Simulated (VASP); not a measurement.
Runs of VASP 6.6.1 on BeAl3. The structure is that of space group I4/mmm (No. 139), or close to it. The cells are those of the table. 

```csv
cell,gap on the mesh (eV),pressure (GPa)
"a = 4.645 Å, angles 131.5, 131.5, 71.0°, 4 atoms",none,(a)
"a = 4.731 Å, angles 131.5, 131.5, 71.0°, 4 atoms",none,0.8
"a = 4.854 Å, angles 131.5, 131.5, 71.0°, 4 atoms",none,-5.3
"a = 4.773 Å, angles 131.5, 131.5, 71.0°, 4 atoms",none,-1.5
"a = 4.601 Å, angles 131.5, 131.5, 71.0°, 4 atoms",none,9.7
"a = 4.688 Å, angles 131.5, 131.5, 71.0°, 4 atoms",none,3.4
"a = 4.814 Å, angles 131.5, 131.5, 71.0°, 4 atoms",none,(b)
```

Alike in all rows: task single point; level PBE; potentials or basis VASP PAW PBE potentials, release 64 (Be, Al); no spin polarisation; k mesh 8 × 8 × 8; cutoff (eV) 520; smearing methfessel-paxton 0.1 eV.

Q: Estimate the missing entries.

A: (a) 6.3; (b) -3.5.

Caveats: the cell stands under pressure (at least some runs); the cell stands under tension (at least some runs).

A gap of «none» marks levels without a gap at the run's occupations.
